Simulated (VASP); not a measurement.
Wanted: the native input for a VASP 6.6.1 run.

- Task: single point
- Functional: PBE
- Potentials or basis: VASP PAW PBE potentials, release 64 (Si, C)
- Cutoff: 520 eV
- k mesh: 9 × 9 × 1
- Occupations: gaussian, width 0.05 eV
- Spin: collinear spin, ferromagnetic start
- Starting moments: [0.0, 0.0, 0.0, 0.0, 2.0] μB
- Dipole correction: yes
- Further INCAR settings: ALGO = Normal; EDIFF = 1e-06; NBANDS = 22

The structure of Si4C lies in POSCAR:

```
Si4C
1.0
    3.8675355701      0.0000000000      0.0000000000
   -1.9337677851      3.3493840538      0.0000000000
    0.0000000000      0.0000000000     19.4372967090
Si C
4 1
Direct
    0.3333333333      0.6666666667      0.2057899336
    0.0000000000      0.0000000000      0.2464055298
    0.0000000000      0.0000000000      0.3748662321
    0.6666666667      0.3333333333      0.4083539408
    1.0000000000      1.0000000000      0.4693341675
```

The input as run:

INCAR

```
PREC = Accurate
ENCUT = 520
EDIFF = 1E-6
ISMEAR = 0
SIGMA = 0.05
LREAL = F
LASPH = T
NELM = 150
ALGO = Normal
ISIF = 2
LWAVE = F
LCHARG = F
ISPIN = 2
MAGMOM = 0 0 0 0 2
LORBIT = 11
LDIPOL = T
IDIPOL = 3
DIPOL = 0.5 0.5 0.341
GGA = PE
NBANDS = 22
```

KPOINTS

```
regular mesh
0
Gamma
  9 9 1
```

Potentials or basis: VASP PAW PBE potentials, release 64 (Si, C).

Command:

```bash
$ cat potpaw_PBE.64/Si/POTCAR potpaw_PBE.64/C/POTCAR > POTCAR
$ mpirun -np 1 vasp_std > vasp.out
```

Results of the run:

The largest force is 2.426 eV/Å and the net moment is -0.15 μB per cell. The site moments are Si -0.08, -0.00, -0.01, +0.01; C +0.03 μB and the valence electrons inside the program's atomic spheres are Si 1.63, 1.64, 1.70, 1.59; C 2.15.

Wall time 2.5 min on 1 thread of Intel(R) Xeon(R) 6975P-C (Granite Rapids), with other jobs on the host, peak memory 0.5 GiB.
